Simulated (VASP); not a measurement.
## TaN: single point with PBE

The system is TaN.

```
CELL_PARAMETERS angstrom
0.00000 -2.20811 -2.20811
0.00000 2.20811 -2.20811
4.41622 0.00000 0.00000
ATOMIC_POSITIONS crystal
Ta 0.54855 0.45145 0.00000
Ta 0.95145 0.04855 0.50000
N 0.44588 0.55412 0.50000
N 0.05412 0.94588 0.00000
```

This cell differs from its parent crystal: atoms displaced along a vibrational mode.

```
Program             : VASP 6.6.1
Task                : single point
Functional          : PBE
Potentials or basis : VASP PAW PBE potentials, release 64 (Ta_pv, N)
Cutoff              : 520 eV
k mesh              : 14 × 14 × 10
Occupations         : gaussian, width 0.15 eV
Spin                : no spin polarisation
```

```json
{"Pressure": "2.0 GPa", "Largest force": "0.981 eV/Å", "Band gap on the k mesh": "zero (bands 16 and 17 overlap by 2.71 eV)"}
```

Forces in eV/Å, atoms in the order of the input:
```
Ta   0.000  0.981  0.000
Ta   0.000 -0.981  0.000
N    0.000 -0.689  0.000
N    0.000  0.689  0.000
```

Stress tensor (GPa, compression positive):
```
-3.15  0.00  0.00
 0.00 14.08  0.00
 0.00  0.00 -4.97
```

Levels at points of the mesh, in eV from the Fermi level:
```
           k point  band 12  band 13  band 14  band 15  band 16  band 17  band 18  band 19  band 20  band 21
(0.00, 0.00, 0.00)    -4.18    -3.37    -3.33    -3.12    -1.88    -1.35    -1.24     0.30     1.16     2.05
(0.50, 0.00, 0.00)    -6.85    -6.42    -4.75    -1.28     0.37     1.56     1.68     1.95     3.05     4.17
(0.50, 0.50, 0.00)    -4.95    -4.38    -4.27    -4.13    -2.64     2.86     3.06     3.63     3.89     4.07
(0.00, 0.00, 0.50)    -4.34    -4.03    -4.03    -3.79    -3.79     0.54     0.54     1.75     1.75     2.23
(0.50, 0.00, 0.50)    -6.94    -6.67    -6.67     1.27     1.27     2.07     2.07     2.38     2.38     4.42
(0.50, 0.50, 0.50)    -6.24    -5.80    -5.80    -0.59    -0.59     0.09     0.09     3.86     3.86     4.37
```

It took 2.9 min on 1 thread of Intel(R) Xeon(R) Platinum 8259CL CPU @ 2.50GHz (Skylake/Cascade Lake), on a shared host, peak memory 0.4 GiB.

Caveat: the cell differs from its parent crystal (atoms displaced along a vibrational mode); spin-orbit coupling is left out, which moves the levels of the heavy elements.
